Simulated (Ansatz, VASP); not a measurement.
**CuI in VASP and in Ansatz**

Contents of INCAR:

```
SYSTEM = CuI
PREC = Accurate ; ENCUT = 600
EDIFF = 1E-6 ; ISMEAR = 0
SIGMA = 0.1 ; LREAL = .False.
LASPH = .True. ; NELM = 120
ALGO = Normal ; ISIF = 2
LWAVE = .False. ; LCHARG = .False.
GGA = PS ; NBANDS = 16
GGA_COMPAT = .False.
```

Contents of KPOINTS:

```
regular mesh
0
Gamma
  6 6 6
  0 0 0
```

The input POSCAR:

```
CuI
1.0
    0.0000000000      3.0000000000      3.0000000000
    3.0000000000      0.0000000000      3.0000000000
    3.0000000000      3.0000000000      0.0000000000
Cu I
1 1
Direct
    0.0000000000      0.0000000000      0.0000000000
    0.2500000000      0.2500000000      0.2500000000
```

Input for Ansatz:

```yaml
crystal:
  lattice:
    - [0.0, 3.0, 3.0]
    - [3.0, 0.0, 3.0]
    - [3.0, 3.0, 0.0]
  atoms:
    - { symbol: Cu, position: [0.0, 0.0, 0.0] }
    - { symbol: I, position: [0.25, 0.25, 0.25] }
basis:
  ecutwfc: 420
kpoints:
  mp_grid: { grid: [6, 6, 6] }
hamiltonian:
  xc: pbesol
  pseudopotentials: { kind: paw, azcp: { folder: soft_1 } }
scf:
  occupations: { method: gaussian, width: 0.1 }
output:
  forces: true
  stress: true
  eigenvalues: true
```

Alike in both runs: task single point; functional PBEsol; k mesh 6 × 6 × 6; occupations gaussian, width 0.1 eV; no spin polarisation.

```csv
,VASP,Ansatz
version,VASP 6.6.1,Ansatz 0.2.0
potentials or method,"VASP PAW PBE potentials, release 64 (Cu, I), cutoff 600 eV","scalar-relativistic, plane waves, PAW"
valence electrons in the cell,18,36
```

VASP gave:

```
gap on the k mesh at the Fermi level (eV) : 1.11
least direct gap on the mesh (eV)         : 1.11
pressure (GPa)                            : -0.9
```

**Question.** Estimate Ansatz's values.

**Answer.** gap on the k mesh at the Fermi level (eV): 1.09; least direct gap on the mesh (eV): 1.09; pressure (GPa): -1.4.

VASP's potentials were made for PBE, not for PBEsol, and Ansatz warns of the same on its side. VASP's potentials hold 18 valence electrons a cell and Ansatz's 36, so a difference there can come from the potentials and not from the codes.

Neither program's run includes spin-orbit coupling.
